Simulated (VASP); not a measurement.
Set up this calculation in VASP 6.6.1, as the native input.

| Item | Value |
| --- | --- |
| Task | relaxation of cell and atoms |
| Functional | PBEsol |
| Potentials or basis | VASP PAW PBE potentials, release 64 (Ti_sv) |
| Cutoff | 600 eV |
| k mesh | 6 × 6 × 4 |
| Occupations | gaussian, width 0.1 eV |
| Spin | no spin polarisation |
| Dipole correction | no |
| Further INCAR settings | ALGO = Normal; EDIFF = 1e-06; IBRION = 2; EDIFFG = -0.04; NSW = 90; ISIF = 3 |

The structure of Ti lies in POSCAR:

```
Ti
1.0
    3.6460332330      0.0000000000      0.0000000000
   -1.8230166165      3.1575574029      0.0000000000
    0.0000000000      0.0000000000      6.0159548345
Ti
4
Direct
    0.3333333333      0.6666666667      0.4375000000
    0.6666666667      0.3333333333      0.9375000000
    0.6666666667      0.3333333333      0.5625000000
    0.3333333333      0.6666666667      0.0625000000
```

One way to write it, as run:

INCAR

```
PREC     = Accurate       # precision mode
ENCUT    = 600            # plane-wave cutoff, eV
EDIFF    = 1E-6           # SCF threshold, eV
ISMEAR   = 0              # smearing method
SIGMA    = 0.1            # smearing width, eV
LREAL    = F              # projectors in reciprocal space
LASPH    = T              # aspherical terms in the spheres
NELM     = 80             # most SCF steps
ALGO     = Normal         # electronic algorithm
ISIF     = 3              # what is computed and relaxed
LWAVE    = F              # write WAVECAR
LCHARG   = F              # write CHGCAR
GGA      = PS             # functional
IBRION   = 2              # ionic algorithm
NSW      = 90             # ionic steps
EDIFFG   = -0.04          # ionic threshold
```

KPOINTS

```
regular mesh
0
Gamma
  6 6 4
```

Potentials or basis: VASP PAW PBE potentials, release 64 (Ti_sv).

Run with:

```console
$ cat potpaw_PBE.64/Ti_sv/POTCAR > POTCAR
$ mpirun -np 1 vasp_std > vasp.out
```

It gave:

The relaxed volume is 22.41 Å³/atom and the relaxed cell is a = 4.667 Å, b = 4.667 Å, c = 4.752 Å, α = 90.00°, β = 90.00°, γ = 120.00°. The space group after relaxing (to 0.1 Å) is P6/mmm (No. 191), the pressure after relaxing is -0.1 GPa and the largest force after relaxing is 0.019 eV/Å. The band gap on the k mesh is zero (bands 24 and 25 overlap by 0.87 eV).

Caveat: the volume moved by over 15 % at a fixed basis, so the end points are rough; the PAW data sets were made with another functional, which shifts forces and pressure a little.

It took 19 min on 1 thread of Intel Xeon 8259CL, with other jobs on the host, peak memory 0.23 GiB.
